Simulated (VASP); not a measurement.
# Al (P6_3/mmc) in VASP: a series of runs

Runs on Al. Level: PBE+D3(BJ). Tasks: single point.

Program: VASP 6.6.1. These are calculated values, not measurements. Logs are shortened: lines on timing, memory, paths and dates and some standing lists are left out, and cuts for length are marked.

### 1 The cell of the first run

The structure is hexagonal, space group P6_3/mmc (No. 194). Conventional cell: a = 2.757 Å, b = 2.757 Å, c = 9.053 Å, α = 90.00°, β = 90.00°, γ = 120.00°. Al (site symmetry -3m) has 12 Al at 2.76 to 2.77 Å within 3.6 Å. Al (site symmetry -6m2) has 12 Al at 2.76 to 2.77 Å within 3.6 Å.

This isn't the form of Al at room conditions, which is fcc.

### 2 Single point, PBE+D3(BJ) (14.90 Å³/atom)

Contents of INCAR:

```
PREC = Accurate
ENCUT = 520
EDIFF = 1E-6
ISMEAR = 0
SIGMA = 0.1
LREAL = F
LASPH = T
NELM = 100
ALGO = Fast
ISIF = 2
LWAVE = F
LCHARG = F
GGA = PE
IVDW = 12
NBANDS = 14
```

Contents of KPOINTS:

```
Automatic mesh
0
Gamma
  18 18 6
```

Contents of POSCAR:

```
Al
1.0
    2.7573176599      0.0000000000      0.0000000000
   -1.3786588300      2.3879071398      0.0000000000
    0.0000000000      0.0000000000      9.0531352151
Al
4
Direct
    0.0000000000      0.0000000000      0.0000000000
    0.3333333333      0.6666666667      0.2500000000
    0.0000000000      0.0000000000      0.5000000000
    0.6666666667      0.3333333333      0.7500000000
```

Potentials or basis: VASP PAW PBE potentials, release 64 (Al).

Launch:

```bash
cat potpaw_PBE.64/Al/POTCAR > POTCAR
mpirun -np 1 vasp_std > vasp.out
```

OUTCAR:

```text
PREC = Accurate
   ENCUT = 520
   EDIFF = 1E-6
   ISMEAR = 0
   LREAL = F
   LASPH = T
   NELM = 100
   ISIF = 2
   GGA = PE
   IVDW = 12
 IVDW          = 12

 ion  position               nearest neighbor table
   1  0.000  0.000  0.000-   2 2.77   4 2.77   4 2.77   2 2.77   4 2.77   2 2.77
   2  0.333  0.667  0.250-   1 2.77   3 2.77   1 2.77   3 2.77   1 2.77   3 2.77
   3  0.000  0.000  0.500-   2 2.77   4 2.77   4 2.77   2 2.77   4 2.77   2 2.77
   4  0.667  0.333  0.750-   1 2.77   3 2.77   1 2.77   3 2.77   1 2.77   3 2.77

  LATTYP: Found a hexagonal cell.
 ALAT       =     2.7573176599
 C/A-ratio  =     3.2833123825

  Lattice vectors:

 A1 = (   2.7573176599,   0.0000000000,   0.0000000000)
 A2 = (  -1.3786588300,   2.3879071398,   0.0000000000)
 A3 = (   0.0000000000,   0.0000000000,   9.0531352151)

Analysis of symmetry for initial positions (statically):
=====================================================================
 Subroutine PRICEL returns:
 Original cell was already a primitive cell.

 Routine SETGRP: Setting up the symmetry group for a
 hexagonal supercell.

 Subroutine GETGRP returns: Found 24 space group operations
 (whereof 12 operations were pure point group operations)
 out of a pool of 24 trial point group operations.

The static configuration has the point symmetry D_3d.
 The point group associated with its full space group is D_6h.

Analysis of symmetry for dynamics (positions and initial velocities):
=====================================================================
 Subroutine PRICEL returns:
 Original cell was already a primitive cell.

 Routine SETGRP: Setting up the symmetry group for a
 hexagonal supercell.

 Subroutine GETGRP returns: Found 24 space group operations
 (whereof 12 operations were pure point group operations)
 out of a pool of 24 trial point group operations.

The dynamic configuration has the point symmetry D_3d.
 The point group associated with its full space group is D_6h.

 Subroutine INISYM returns: Found 24 space group operations
 (whereof 12 operations are pure point group operations),
 and found     1 'primitive' translations

----------------------------------------------------------------------------------------

                                     Primitive cell

  volume of cell :      59.6078

  direct lattice vectors                    reciprocal lattice vectors
     2.757317660  0.000000000  0.000000000     0.362671307  0.209388377  0.000000000
    -1.378658830  2.387907140  0.000000000     0.000000000  0.418776754  0.000000000
     0.000000000  0.000000000  9.053135215     0.000000000  0.000000000  0.110458971

  length of vectors
     2.757317660  2.757317660  9.053135215     0.418776754  0.418776754  0.110458971

  position of ions in fractional coordinates (direct lattice)
     0.000000000  0.000000000  0.000000000
     0.333333333  0.666666667  0.250000000
     0.000000000  0.000000000  0.500000000
     0.666666667  0.333333333  0.750000000

  ion indices of the primitive-cell ions
   primitive index   ion index
                 1           1
                 2           2
                 3           3
                 4           4

----------------------------------------------------------------------------------------

 KPOINTS: Automatic mesh

Automatic generation of k-mesh.
 Grid dimensions read from file:
 generate k-points for:   18   18    6

 Generating k-lattice:

  Cartesian coordinates                     Fractional coordinates (reciprocal lattice)
     0.020148406  0.011632688  0.000000000     0.055555556  0.000000000  0.000000000
     0.000000000  0.023265375  0.000000000     0.000000000  0.055555556  0.000000000
     0.000000000  0.000000000  0.018409828     0.000000000  0.000000000  0.166666667

  Length of vectors
     0.023265375  0.023265375  0.018409828

  Shift w.r.t. Gamma in fractional coordinates (k-lattice)
     0.000000000  0.000000000  0.000000000

 Subroutine IBZKPT returns following result:
 ===========================================

 Found    148 irreducible k-points:

 Following reciprocal coordinates:
            Coordinates               Weight
  0.000000  0.000000  0.000000      1.000000
  0.055556  0.000000  0.000000      6.000000
  0.111111  0.000000  0.000000      6.000000
  0.166667 -0.000000  0.000000      6.000000
  0.222222  0.000000  0.000000      6.000000
  0.277778  0.000000  0.000000      6.000000
[... 16 lines left out ...]
  0.333333  0.111111  0.000000     12.000000
  0.388889  0.111111  0.000000     12.000000
 [... further k-points ...]
   k-points           NKPTS =    148   k-points in BZ     NKDIM =    148   number of bands    NBANDS=     14
   number of dos      NEDOS =    301   number of ions     NIONS =      4
   total plane-waves  NPLWV =  40320
   dimension x,y,z NGX =    24 NGY =   24 NGZ =   70
   dimension x,y,z NGXF=    48 NGYF=   48 NGZF=  140
   ions per type =               4
   NGX,Y,Z   is equivalent  to a cutoff of  14.47, 14.47, 12.85 a.u.
   NGXF,Y,Z  is equivalent  to a cutoff of  28.94, 28.94, 25.71 a.u.
 SYSTEM =  unknown system
   PREC   = accura    normal or accurate (medium, high low for compatibility)
   ISTART =      0    job   : 0-new  1-cont  2-samecut
   ICHARG =      2    charge: 1-file 2-atom 10-const
   ISPIN  =      1    spin polarized calculation?
   LNONCOLLINEAR =      F non collinear calculations
   LSORBIT =      F    spin-orbit coupling
   LASPH  =      T    aspherical Exc in radial PAW
   ENCUT  =  520.0 eV  38.22 Ry    6.18 a.u.   5.13  5.13 16.83*2*pi/ulx,y,z
   NELM   =    100;   NELMIN=  2; NELMDL= -5     # of ELM steps
   EDIFF  = 0.1E-05   stopping-criterion for ELM
   LREAL  =      F    real-space projection
   EDIFFG = 0.1E-04   stopping-criterion for IOM
   NSW    =      0    number of steps for IOM
   IBRION =     -1    ionic relax: 0-MD 1-quasi-New 2-CG
   NFREE  =      0    steps in history (QN), initial steepest desc. (CG)
   ISIF   =      2    stress and relaxation
   ISYM   =      2    0-nonsym 1-usesym 2-fastsym
   POTIM  = 0.5000    time-step for ionic-motion
   TEBEG  =    0.0;   TEEND  =   0.0 temperature during run
   PSTRESS=    0.0 pullay stress
   NELECT =      12.0000    total number of electrons
   NUPDOWN=      -1.0000    fix difference up-down
   EMIN   =  10.00;   EMAX   =-10.00  energy-range for DOS
   EFERMI =   0.00;   METHOD = LEGACY
   ISMEAR =     0;   SIGMA  =   0.10  broadening in eV -4-tet -1-fermi 0-gaus
   EFERMI_NEDOS =   21; number of points for ismear=-14 and -15
   IALGO  =     68    algorithm
   IMIX   =      4    mixing-type and parameters
     AMIX     =   0.40;   BMIX     =  1.00
     AMIX_MAG =   1.60;   BMIX_MAG =  1.00
  volume/ion in A,a.u.               =      14.90       100.56
  Fermi-wavevector in a.u.,A,eV,Ry     =   0.959476  1.813147 12.525447  0.920594
  Thomas-Fermi vector in A             =   2.088676
   LORBIT       =      0    0 simple, 1 ext, 2 COOP (PROOUT), +10 PAW based schemes
   GGA     = PE    functional components
   LHFCALC =     F    Hartree Fock is set to
   AEXX    =    0.0000 exact exchange contribution
   IVDW    =    12    specifies the selected vdW correction
   LEPSILON=     F    determine dielectric tensor
   LRPA    =     F    only Hartree local field effects (RPA)
 non-spin polarized calculation
 RMM-DIIS sequential band-by-band and
 Gauss-broadening in eV      SIGMA  =   0.10
  energy-cutoff  :      520.00
  volume of cell :       59.61
 maximum number of plane-waves:      1631
 NGX is ok and might be reduce to    24
   NGX = 11   NGY = 11   NGZ = 33

 number of electron      12.0000000 magnetization

 Free energy of the ion-electron system (eV)
  ---------------------------------------------------
  ext. energy  EPLUGINS =         0.00000000
  ---------------------------------------------------
  free energy    TOTEN  =       -14.74664436 eV

  energy without entropy =      -14.73874926  energy(sigma->0) =      -14.74269681

 E-fermi :   9.0890     XC(G=0): -10.5717

 val. band max:        9.0815180223   @ k =   0.3889   0.2222   0.3333
 cond. band min:       9.0916436052   @ k =   0.3333   0.1111   0.0000
 fundamental gap:      0.0101255829
 Fermi energy:         9.0890016584

 k-point     1 :       0.0000    0.0000    0.0000
  band No.  band energies     occupation
      1      -2.7537      2.00000
      2      -0.9642      2.00000
      3      -0.9573      2.00000
      4       4.0681      2.00000
      5       4.5128      2.00000
      6      12.6464      0.00000
      7      12.6598      0.00000
      8      20.6648      0.00000
      9      20.6648      0.00000
     10      20.7179      0.00000
     11      20.7179      0.00000
     12      21.6439      0.00000
     13      21.6640      0.00000
     14      21.7338      0.00000

 k-point     2 :       0.0556    0.0000    0.0000
  band No.  band energies     occupation
      1      -2.6736      2.00000
      2      -0.8853      2.00000
      3      -0.8784      2.00000
      4       4.1417      2.00000
      5       4.5902      2.00000
      6      12.7082      0.00000
      7      12.7246      0.00000
      8      18.8855      0.00000
      9      19.5512      0.00000
     10      20.2216      0.00000
     11      20.3154      0.00000
     12      20.8673      0.00000
     13      20.9687      0.00000
     14      20.9879      0.00000
[... 343 lines left out ...]
      1       1.3423      2.00000
      2       3.0688      2.00000
      3       3.0706      2.00000
      4       6.6533      2.00000
      5       7.8039      2.00000
      6       8.2260      2.00000
      7       8.6702      2.00000
      8       9.0916      0.97020
      9      12.0840      0.00000
     10      13.1790      0.00000
     11      13.8024      0.00000
     12      13.9185      0.00000
     13      14.6036      0.00000
     14      16.7628      0.00000

 k-point    24 :       0.3889    0.1111    0.0000
  band No.  band energies     occupation
      1       2.4975      2.00000
      2       4.1809      2.00000
      3       4.1882      2.00000
      4       5.2114      2.00000
      5       6.9855      2.00000
      6       6.9896      2.00000
      7       9.0608      1.31034
      8       9.6905      0.00000
      9      11.5338      0.00000
     10      11.7092      0.00000
     11      13.1105      0.00000
     12      13.6933      0.00000
     13      14.1061      0.00000
     14      17.5931      0.00000

 [... further k-points ...]

------------------------ aborting loop because EDIFF is reached ----------------------------------------

 Edisp (eV)   -1.49573

 E8    (eV) :    -0.6699

  FORCE on cell =-STRESS in cart. coord.  units (eV):
  Direction    XX          YY          ZZ          XY          YZ          ZX
  --------------------------------------------------------------------------------------
  -------------------------------------------------------------------------------------
  Total       2.25718     2.25718     2.21652    -0.00000     0.00000     0.00000
  in kB      60.66999    60.66999    59.57712    -0.00000     0.00000     0.00000
  external pressure =       60.31 kB  Pullay stress =        0.00 kB

 VOLUME and BASIS-vectors are now :
 -----------------------------------------------------------------------------
  energy-cutoff  :      520.00
  volume of cell :       59.61
      direct lattice vectors                 reciprocal lattice vectors
     2.757317660  0.000000000  0.000000000     0.362671307  0.209388377  0.000000000
    -1.378658830  2.387907140  0.000000000     0.000000000  0.418776754  0.000000000
     0.000000000  0.000000000  9.053135215     0.000000000  0.000000000  0.110458971

 POSITION                                       TOTAL-FORCE (eV/Angst)
 -----------------------------------------------------------------------------------
      0.00000      0.00000      0.00000         0.000000     -0.000000     -0.000000
     -0.00000      1.59194      2.26328         0.000000     -0.000000     -0.000000
      0.00000      0.00000      4.52657         0.000000     -0.000000     -0.000000
      1.37866      0.79597      6.78985        -0.000000      0.000000      0.000000
 -----------------------------------------------------------------------------------
    total drift:                               -0.000000     -0.000000      0.000000

  FREE ENERGIE OF THE ION-ELECTRON SYSTEM (eV)
  ---------------------------------------------------
  free  energy   TOTEN  =       -16.2423776117 eV

  energy  without entropy=      -16.2344825115  energy(sigma->0) =      -16.23843006
```

Run time: 2.1 min. Hardware: 1 thread of Intel Xeon 8259CL, shared host; peak memory 0.25 GiB.

Results:

| Item | Value |
| --- | --- |
| Free energy | -16.2424 eV |
| Pressure | 6.0 GPa |
| Band gap on the k mesh | zero (bands 6 and 7 overlap by 5.65 eV) |
| Dispersion energy per atom | -0.374 eV |

Levels at points of the mesh, in eV from the Fermi level:
```
           k point  band 4  band 5  band 6  band 7  band 8  band 9
(0.00, 0.00, 0.00)   -5.02   -4.58    3.56    3.57   11.58   11.58
(0.50, 0.00, 0.00)   -4.17   -3.40   -3.37    0.81    1.20    1.49
(0.00, 0.00, 0.50)   -7.84   -0.97   -0.97    8.68    8.68   11.88
(0.50, 0.00, 0.50)   -5.06   -1.95   -1.95   -1.24   -1.24    4.83
```

Caveat: the cell stands under pressure.

### 3 Single point, PBE+D3(BJ) (15.38 Å³/atom)

This run uses another cell than the first one, of 15.38 Å³/atom.

Contents of INCAR:

```
PREC = Accurate
ENCUT = 520
EDIFF = 1E-6
ISMEAR = 0
SIGMA = 0.1
LREAL = False
LASPH = True
NELM = 80
ALGO = Normal
ISIF = 2
LWAVE = False
LCHARG = True
GGA = PE
IVDW = 12
LELF = True
LVHAR = True
NBANDS = 14
```

KPOINTS is that of step 2.

Contents of POSCAR:

```
Al
1.0
    2.7863441894      0.0000000000      0.0000000000
   -1.3931720947      2.4130448517      0.0000000000
    0.0000000000      0.0000000000      9.1484383787
Al
4
Direct
    0.0000000000      0.0000000000      0.0000000000
    0.3333333333      0.6666666667      0.2500000000
    0.0000000000      0.0000000000      0.5000000000
    0.6666666667      0.3333333333      0.7500000000
```

Potentials or basis: VASP PAW PBE potentials, release 64 (Al).

Launch:

```bash
cat potpaw_PBE.64/Al/POTCAR > POTCAR
mpirun -np 1 vasp_std > vasp.out
```

Wall time 1.9 min (1 thread of Intel Xeon 8259CL, shared host); peak memory 0.25 GiB.

It converged, with:

| Item | Value |
| --- | --- |
| Free energy | -16.2941 eV |
| Pressure | 2.8 GPa |
| Band gap on the k mesh | zero (bands 6 and 7 overlap by 5.58 eV) |
| Dispersion energy per atom | -0.362 eV |

Levels at points of the mesh, in eV from the Fermi level:
```
           k point  band 2  band 3  band 4  band 5  band 6  band 7  band 8  band 9  band 10  band 11
(0.00, 0.00, 0.00)   -9.87   -9.86   -4.89   -4.53    3.49    3.50   11.32   11.32    11.42    11.42
(0.50, 0.00, 0.00)   -5.40   -4.10   -4.06   -3.38   -3.33    0.82    1.23    1.42     1.77     6.01
(0.00, 0.00, 0.50)  -11.18   -7.70   -7.70   -0.96   -0.96    8.53    8.53   11.65    11.65    11.66
(0.50, 0.00, 0.50)   -5.06   -4.97   -4.97   -1.92   -1.92   -1.22   -1.22    4.76     4.76     4.81
```

### 4 Single point, PBE+D3(BJ) (16.33 Å³/atom)

This run uses another cell than the first one, of 16.33 Å³/atom.

Contents of INCAR:

```
SYSTEM = Al
  PREC = Accurate
  ENCUT = 520
  EDIFF = 1E-6
  ISMEAR = 0
  SIGMA = 0.1
  LREAL = .False.
  LASPH = .True.
  NELM = 80
  ALGO = Fast
  ISIF = 2
  LWAVE = .False.
  LCHARG = .True.
  GGA = PE
  IVDW = 12
  LELF = .True.
  LVHAR = .True.
  NBANDS = 14
```

Contents of KPOINTS:

```
regular mesh
0
Gamma
  18 18 6
  0 0 0
```

Contents of POSCAR:

```
Al
1.0
    2.8426491409      0.0000000000      0.0000000000
   -1.4213245704      2.4618063701      0.0000000000
    0.0000000000      0.0000000000      9.3333051230
Al
4
Direct
    0.0000000000      0.0000000000      0.0000000000
    0.3333333333      0.6666666667      0.2500000000
    0.0000000000      0.0000000000      0.5000000000
    0.6666666667      0.3333333333      0.7500000000
```

Launch:

```bash
cat potpaw_PBE.64/Al/POTCAR > POTCAR
mpirun -np 1 vasp_std > vasp.out
```

It took 2.3 min on 1 thread of Intel Xeon 8259CL, shared host; peak memory 0.26 GiB.

Results (log left out):

* Free energy: -16.2949 eV
* Pressure: -2.4 GPa
* Band gap on the k mesh: zero (bands 6 and 7 overlap by 5.43 eV)
* Dispersion energy per atom: -0.340 eV

Stress tensor (GPa, compression positive):
```
-2.46  0.00  0.00
 0.00 -2.46  0.00
 0.00  0.00 -2.33
```

Levels at points of the mesh, in eV from the Fermi level:
```csv
k point,band 3,band 4,band 5,band 6,band 7,band 8,band 9,band 10
"(0.00, 0.00, 0.00)",-9.51,-4.66,-4.45,3.36,3.37,10.83,10.83,11.01
"(0.50, 0.00, 0.00)",-3.93,-3.87,-3.33,-3.24,0.83,1.28,1.29,1.62
"(0.00, 0.00, 0.50)",-7.43,-7.43,-0.94,-0.94,8.23,8.23,11.15,11.15
"(0.50, 0.00, 0.50)",-4.79,-4.79,-1.86,-1.86,-1.20,-1.20,4.55,4.55
```

(Part 1 of 2 ends here.)
